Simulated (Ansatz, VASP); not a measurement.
**W in VASP and in Ansatz**

The input POSCAR:

```
W
1.0
    0.0000000000      2.0528375000      2.0528375000
    2.0300000000      0.0228375000      2.0300000000
    2.0300000000      2.0300000000      0.0228375000
W
1
Direct
    0.0000000000      0.0000000000      0.0000000000
```

File INCAR.step1:

```
SYSTEM = W
ALGO = Normal ; EDIFF = 1E-4
ENCUT = 520 ; GGA = PE
ISMEAR = 0 ; LASPH = .True.
LCHARG = .False. ; LREAL = .False.
LWAVE = .True. ; NBANDS = 13
NELM = 80 ; PREC = Accurate
SIGMA = 0.15
```

The input INCAR.step2:

```
SYSTEM = W
ALGO = Normal ; EDIFF = 1E-6
ENCUT = 520 ; ISIF = 2
ISMEAR = 0 ; ISTART = 1
LASPH = .True. ; LCHARG = .False.
LMIXTAU = .True. ; LREAL = .False.
LWAVE = .False. ; METAGGA = R2SCAN
NBANDS = 13 ; NELM = 80
PREC = Accurate ; SIGMA = 0.15
```

Contents of KPOINTS:

```
k-points
0
Gamma
  20 20 20
  0 0 0
```

Input for Ansatz:

```yaml
crystal:
  lattice:
    - [0.0, 2.0528375, 2.0528375]
    - [2.03, 0.0228375, 2.03]
    - [2.03, 2.03, 0.0228375]
  atoms:
    - { symbol: W, position: [0.0, 0.0, 0.0] }
basis:
  ecutwfc: 500
kpoints:
  mp_grid: { grid: [20, 20, 20] }
hamiltonian:
  xc: r2scan
scf:
  occupations: { method: gaussian, width: 0.15 }
output:
  forces: true
  stress: true
  eigenvalues: true
```

Change from the starting cell: strain +0.0225 x Voigt [0, 0, 0, 1, 0, 0], atoms carried along.

Alike in both runs: task single point; functional r2SCAN; k mesh 20 × 20 × 20; occupations gaussian, width 0.15 eV; no spin polarisation.

```csv
,VASP,Ansatz
version,VASP 6.6.1,Ansatz 0.2.0
potentials or method,"VASP PAW PBE potentials, release 64 (W_sv), cutoff 520 eV","scalar-relativistic, plane waves, PAW"
valence electrons in the cell,14,14
```

Ansatz gave:

| Quantity | Value |
| --- | --- |
| gap on the k mesh at the Fermi level (eV) | none |
| pressure (GPa) | -8.7 |
| traceless stress, the component that is largest in VASP (GPa) | 4.37 |

Task: What did VASP give for the same quantities?

Result: gap on the k mesh at the Fermi level (eV): none; pressure (GPa): -7.7; traceless stress, the component that is largest in VASP (GPa): 4.45.

VASP's potentials were made for PBE, not for r2SCAN. A gap of «none» marks a metal or a gap that the smearing closes.

Spin-orbit coupling is off throughout.
